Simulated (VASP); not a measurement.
# Ta2Tl (P6/mmm) in VASP: notebook, part 2 of 2

VASP 6.6.1. The steps go on from the part before.

### 5 Relaxation of cell and atoms, PBE

INCAR

```
SYSTEM = Ta2Tl
  PREC = Accurate
  ENCUT = 600
  EDIFF = 1E-7
  ISMEAR = 0
  SIGMA = 0.1
  LREAL = .False.
  LASPH = .True.
  NELM = 60
  ALGO = Normal
  ISIF = 3
  LWAVE = .False.
  LCHARG = .False.
  GGA = PE
  IBRION = 2
  NSW = 90
  EDIFFG = -0.04
```

KPOINTS

```
Automatic mesh
0
Gamma
  6 6 4
  0 0 0
```

POSCAR

```
Ta2Tl
1.0
    3.9710031962      0.0000000000      0.0000000000
   -1.9855015981      3.4389896464      0.0000000000
    0.0000000000      0.0000000000      4.2876280357
Ta Tl
2 1
Direct
    0.3333333333      0.6666666667      0.5000000000
    0.6666666667      0.3333333333      0.5000000000
    0.0000000000      0.0000000000      0.0000000000
```

Launch:

```sh
$ cat potpaw_PBE.64/Ta_pv/POTCAR potpaw_PBE.64/Tl_d/POTCAR > POTCAR
$ mpirun -np 1 vasp_std > vasp.out
```

Wall time 2.5 min (1 thread of Intel Xeon 6975P-C (Granite Rapids), shared host); peak memory 0.22 GiB.

It converged, with:

```
Free energy                            : -23.7806 eV
Relaxed volume                         : 20.08 Å³/atom
Relaxed cell                           : a = 4.850 Å, b = 4.850 Å, c = 2.958 Å, α = 90.00°, β = 90.00°, γ = 120.00°
Space group after relaxing (to 0.05 Å) : P6/mmm (No. 191)
Energy gained by relaxing              : 1401.7 meV/atom
Ionic steps                            : 15
Pressure after relaxing                : 0.1 GPa
```

Stress tensor (GPa, compression positive):
```
 0.17  0.00  0.00
 0.00  0.17  0.00
 0.00  0.00 -0.14
```

Step by step:
| step | energy change (eV) | largest force (eV/Å) | pressure (GPa) | volume (Å³) |
| --- | --- | --- | --- | --- |
| 1 | 0.0000 | 0.0000 | 35.98 | 58.55 |
| 2 | -0.0072 | 0.0000 | -18.25 | 101.14 |
| 3 | -2.3100 | 0.0000 | -7.09 | 76.12 |
| 4 | -2.3216 | 0.0000 | -5.80 | 75.03 |
| 5 | -2.3225 | 0.0000 | -5.28 | 74.62 |
| 6 | -2.9573 | 0.0000 | -4.80 | 69.10 |
| 7 | -3.3998 | 0.0000 | -1.30 | 63.97 |
| 8 | -3.5507 | 0.0000 | 25.26 | 52.76 |
| 9 | -3.7245 | 0.0000 | 2.19 | 60.98 |
| 10 | -4.0415 | 0.0000 | 9.88 | 56.95 |
| 11 | -4.0519 | 0.0000 | 3.95 | 58.78 |
| 12 | -4.1604 | 0.0000 | 5.93 | 57.94 |
| 13 | -4.2042 | 0.0000 | 0.06 | 60.27 |
| 14 | -4.2043 | 0.0000 | 0.32 | 60.15 |
| 15 | -4.2050 | 0.0000 | 0.07 | 60.24 |

Final structure:
```
CELL_PARAMETERS angstrom
4.84968 0.00000 0.00000
-2.42484 4.19994 0.00000
0.00000 0.00000 2.95776
ATOMIC_POSITIONS crystal
Ta 0.33333 0.66667 0.50000
Ta 0.66667 0.33333 0.50000
Tl 0.00000 0.00000 0.00000
```

Levels at points of the mesh, in eV from the Fermi level:
| k point | band 16 | band 17 | band 18 | band 19 | band 20 | band 21 |
| --- | --- | --- | --- | --- | --- | --- |
| (0.00, 0.00, 0.00) | -2.07 | -0.48 | -0.48 | 0.43 | 1.72 | 1.72 |
| (0.50, 0.00, 0.00) | -1.93 | -1.41 | -0.94 | 1.58 | 1.69 | 3.37 |
| (0.00, 0.00, 0.50) | -0.92 | -0.92 | 0.58 | 0.58 | 0.72 | 0.72 |
| (0.50, 0.00, 0.50) | -1.63 | -1.24 | -0.64 | 1.14 | 1.59 | 2.86 |

Caveat: the k points lie up to 0.53 Å⁻¹ apart in the final cell; spin-orbit coupling is left out, which moves the levels of the heavy elements.

### 6 Relaxation of cell and atoms, PBE

This run uses another cell than the first one, of 20.06 Å³/atom, 1.028 times its volume.

INCAR

```
  PREC = Accurate
  ENCUT = 600
  EDIFF = 1E-7
  ISMEAR = 0
  SIGMA = 0.1
  LREAL = False
  LASPH = True
  NELM = 100
  ALGO = Normal
  ISIF = 3
  LWAVE = False
  LCHARG = False
  GGA = PE
  IBRION = 2
  NSW = 90
  EDIFFG = -0.04
```

KPOINTS

```
regular mesh
0
Gamma
  6 6 6
```

POSCAR

```
Ta2Tl
1.0
    4.8485384092      0.0000000000      0.0000000000
   -2.4242692046      4.1989574336      0.0000000000
    0.0000000000      0.0000000000      2.9559195141
Ta Tl
2 1
Direct
    0.3333333333      0.6666666667      0.5000000000
    0.6666666667      0.3333333333      0.5000000000
    0.0000000000      0.0000000000      0.0000000000
```

Potentials or basis: VASP PAW PBE potentials, release 64 (Ta_pv, Tl_d).

Launch:

```sh
$ cat potpaw_PBE.64/Ta_pv/POTCAR potpaw_PBE.64/Tl_d/POTCAR > POTCAR
$ mpirun -np 1 vasp_std > vasp.out
```

Run time: 45 s. Hardware: 1 thread of Intel Xeon 6975P-C (Granite Rapids), shared host; peak memory 0.22 GiB.

Results (log left out):

```yaml
Free_energy: -24.0311 eV
Relaxed_volume: 20.05 Å³/atom
Relaxed_cell: a = 4.889 Å, b = 4.889 Å, c = 2.906 Å, α = 90.00°, β = 90.00°, γ = 120.00°
Space_group_after_relaxing_to_0.05_Å: P6/mmm (No. 191)
Energy_gained_by_relaxing: 7.5 meV/atom
Ionic_steps: 3
Pressure_after_relaxing: 0.0 GPa
```

The path:
| step | energy change (eV) | largest force (eV/Å) | pressure (GPa) | volume (Å³) |
| --- | --- | --- | --- | --- |
| 1 | 0.0000 | 0.0000 | -0.03 | 60.18 |
| 2 | -0.0127 | 0.0000 | 0.14 | 60.11 |
| 3 | -0.0224 | 0.0000 | -0.03 | 60.15 |

Final structure:
```
Ta Tl
1.0
     4.88896    0.00000    0.00000
    -2.44448    4.23396    0.00000
     0.00000    0.00000    2.90568
Ta Tl
2 1
Direct
  0.33333 0.66667 0.50000
  0.66667 0.33333 0.50000
  0.00000 0.00000 0.00000
```

Levels at points of the mesh, in eV from the Fermi level:
```csv
k point,band 14,band 15,band 16,band 17,band 18,band 19,band 20,band 21
"(0.00, 0.00, 0.00)",-2.98,-2.63,-1.77,-0.32,-0.32,0.54,2.30,2.30
"(0.50, 0.00, 0.00)",-3.07,-2.32,-1.64,-1.16,-0.77,2.16,2.30,2.77
"(0.00, 0.00, 0.50)",-2.01,-2.01,-0.66,-0.66,0.85,0.85,0.96,0.96
"(0.50, 0.00, 0.50)",-3.32,-2.13,-1.34,-0.97,-0.35,1.38,1.74,3.15
```

Caveat: spin-orbit coupling is left out, which moves the levels of the heavy elements.

### 7 Single point, PBE

This run uses another cell than the first one, of 20.01 Å³/atom, 1.025 times its volume.

INCAR

```
SYSTEM = Ta2Tl
ALGO     = Fast           ! electronic algorithm
EDIFF    = 1E-7           ! SCF threshold, eV
ENCUT    = 520            ! plane-wave cutoff, eV
GGA      = PE             ! functional
ISIF     = 2              ! what is computed and relaxed
ISMEAR   = 0              ! smearing method
LASPH    = .TRUE.         ! aspherical terms in the spheres
LCHARG   = .TRUE.         ! write CHGCAR
LELF     = .TRUE.         ! ELF
LREAL    = .FALSE.        ! projectors in reciprocal space
LVHAR    = .TRUE.       
LWAVE    = .FALSE.        ! write WAVECAR
NBANDS   = 24             ! bands
NELM     = 60             ! most SCF steps
PREC     = Accurate       ! precision mode
SIGMA    = 0.1            ! smearing width, eV
```

KPOINTS

```
k-points
0
G
  12 12 16
  0 0 0
```

POSCAR

```
Ta2Tl
1.0
    4.8787163089      0.0000000000      0.0000000000
   -2.4393581545      4.2250922614      0.0000000000
    0.0000000000      0.0000000000      2.9120868724
Ta Tl
2 1
Direct
    0.3333333333      0.6666666667      0.5000000000
    0.6666666667      0.3333333333      0.5000000000
    0.0000000000      0.0000000000      0.0000000000
```

Launch:

```sh
$ cat potpaw_PBE.64/Ta_pv/POTCAR potpaw_PBE.64/Tl_d/POTCAR > POTCAR
$ mpirun -np 1 vasp_std > vasp.out
```

It took 1.7 min on 1 thread of Intel Xeon 6975P-C (Granite Rapids), shared host; peak memory 0.35 GiB.

Results (log left out):

```
Free energy : -24.0318 eV
Pressure    : 0.0 GPa
```

Levels at points of the mesh, in eV from the Fermi level:
```csv
k point,band 15,band 16,band 17,band 18,band 19,band 20,band 21,band 22
"(0.00, 0.00, 0.00)",-2.73,-1.88,-0.36,-0.36,0.53,2.18,2.18,4.31
"(0.50, 0.00, 0.00)",-2.36,-1.73,-1.24,-0.81,2.04,2.17,2.75,3.37
"(0.00, 0.00, 0.50)",-2.08,-0.73,-0.73,0.80,0.80,0.92,0.92,3.24
"(0.50, 0.00, 0.50)",-2.22,-1.39,-1.02,-0.41,1.33,1.69,3.08,3.19
```

Caveat: spin-orbit coupling is left out, which moves the levels of the heavy elements.

### 8 The runs side by side

| task | cell | k mesh | cutoff (eV) | gap on the mesh (eV) | pressure (GPa) | relaxed volume (Å³/atom) |
| --- | --- | --- | --- | --- | --- | --- |
| single point | a = 3.971, b = 3.971, c = 4.288 Å, angles 90.0, 90.0, 120.0°, 3 atoms | 6 × 6 × 4 | 520 | none | 35.9 | - |
| single point | a = 4.849, b = 4.849, c = 2.956 Å, angles 90.0, 90.0, 120.0°, 3 atoms | 6 × 6 × 4 | 520 | none | 0.2 | - |
| single point | a = 4.887, b = 4.887, c = 2.904 Å, angles 90.0, 90.0, 120.0°, 3 atoms | 6 × 6 × 6 | 520 | none | 0.1 | - |
| relaxation of cell and atoms | relaxed from a = 3.971, b = 3.971, c = 4.288 Å, angles 90.0, 90.0, 120.0°, 3 atoms | 6 × 6 × 4 | 600 | none | 0.1 | 20.08 |
| relaxation of cell and atoms | relaxed from a = 4.849, b = 4.849, c = 2.956 Å, angles 90.0, 90.0, 120.0°, 3 atoms | 6 × 6 × 6 | 600 | none | 0.0 | 20.05 |
| single point | a = 4.879, b = 4.879, c = 2.912 Å, angles 90.0, 90.0, 120.0°, 3 atoms | 12 × 12 × 16 | 520 | none | 0.0 | - |

Alike in all rows: level PBE; potentials or basis VASP PAW PBE potentials, release 64 (Ta_pv, Tl_d); no spin polarisation; smearing gaussian 0.1 eV.

Caveats: some runs use coarse meshes; spin-orbit coupling is left out, which moves the levels of the heavy elements.

Total energies depend on the potentials used, so only differences within one code and one set of settings carry meaning.
